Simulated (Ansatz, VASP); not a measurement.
One calculation of Ge2F, two programs

```
CELL_PARAMETERS angstrom
4.36443 0.00000 0.00000
-2.18222 3.77971 0.00000
0.00000 0.00000 2.93074
ATOMIC_POSITIONS crystal
Ge 0.33333 0.66667 0.50000
Ge 0.66667 0.33333 0.50000
F 0.00000 0.00000 0.00000
```

Change from the starting cell: species swapped into the HfB2 type (P6/mmm, No. 191).

Alike in both runs: functional PBE; k mesh 12 × 12 × 16; occupations gaussian, width 0.1 eV; no spin polarisation.

Ansatz relaxed the structure, and its values are those at the end. VASP's run is a single point on that final structure, the one shown.

|  | VASP | Ansatz |
| --- | --- | --- |
| version | VASP 6.6.1 | Ansatz 0.2.0 |
| potentials or method | VASP PAW PBE potentials, release 64 (Ge_d, F), cutoff 520 eV | scalar-relativistic, plane waves, PAW |
| valence electrons in the cell | 35 | 35 |

Ansatz gave:

| Property | Result |
| --- | --- |
| gap on the k mesh at the Fermi level (eV) | none |
| pressure (GPa) | 0.0 |

Task: What did VASP give for the same quantities?

Result: gap on the k mesh at the Fermi level (eV): none; pressure (GPa): -0.2.

A gap of «none» marks a metal or a gap that the smearing closes.
